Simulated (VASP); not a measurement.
GaAs, 2 atoms in the cell. Symmetry: F-43m, No. 216, cubic system. The conventional cell has a = 5.825 Å, b = 5.825 Å, c = 5.825 Å, α = 90.00°, β = 90.00°, γ = 90.00°. Within 3.3 Å of Ga (site symmetry -43m) lie 4 As at 2.52 Å. As (site symmetry -43m) has 4 Ga at 2.52 Å within 3.3 Å.  This cell differs from its parent crystal: volume scaled by 1.02.

- Program: VASP 6.6.1
- Task: single point
- Functional: revPBE
- Potentials or basis: VASP PAW PBE potentials, release 64 (Ga_d, As)
- Cutoff: 520 eV
- k mesh: 8 × 8 × 8
- Occupations: gaussian, width 0.05 eV
- Spin: no spin polarisation
- Dipole correction: no
- Further INCAR settings: ALGO = Normal; EDIFF = 1e-06; NBANDS = 16

Potentials or basis: VASP PAW PBE potentials, release 64 (Ga_d, As).

Run with:

```console
$ cat potpaw_PBE.64/Ga_d/POTCAR potpaw_PBE.64/As/POTCAR > POTCAR
$ mpirun -np 1 vasp_std > vasp.out
```

Hardware: 1 thread of AMD EPYC 9R14 (Zen 4), with other jobs on the host.

Problem. Estimate the wall time of this run.

Solution. Wall time 21 s on 1 thread of AMD EPYC 9R14 (Zen 4), with other jobs on the host, peak memory 0.15 GiB. Counts: scf iterations 14, k points 29.
